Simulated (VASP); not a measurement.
Crystal: TiSi2.

```
Ti Si
1.0
     1.76511   -6.75928    0.00000
     1.76511    6.75928    0.00000
     0.00000    0.00000    3.56517
Ti Si
2 4
Cartesian
  1.7651 5.3653 0.8913
  1.7651 -5.3653 2.6739
  1.7651 -3.3839 0.8913
  1.7651 3.3839 2.6739
  1.7651 0.7875 0.8913
  1.7651 -0.7875 2.6739
```

Base run:

* Program: VASP 6.6.1
* Functional: PBEsol
* Potentials or basis: VASP PAW PBE potentials, release 64 (Ti_sv, Si)
* Cutoff: 520 eV
* k mesh: 8 × 8 × 8
* Occupations: fermi-dirac, width 0.05 eV
* Spin: no spin polarisation
* Hubbard terms: Ti d U = 2.0 eV

Its results: band gap on the k mesh zero (band 20 reaches 11.05 eV, above the bottom of band 21 at 10.07 eV); pressure 0.4 GPa; largest force 0.199 eV/Å.

Question: The run is repeated on the same cell with these changes: hubbard terms from Ti d U = 2.0 eV to none. What comes out?

Answer: Band gap on the k mesh zero (band 20 reaches 10.94 eV, above the bottom of band 21 at 9.92 eV); pressure -2.1 GPa; largest force 0.203 eV/Å.

Caveats: the PAW data sets were made with another functional, which shifts forces and pressure a little; U without spin polarisation on a metal has little footing (some runs); the U is typed as a test and isn't derived for this compound (some runs).
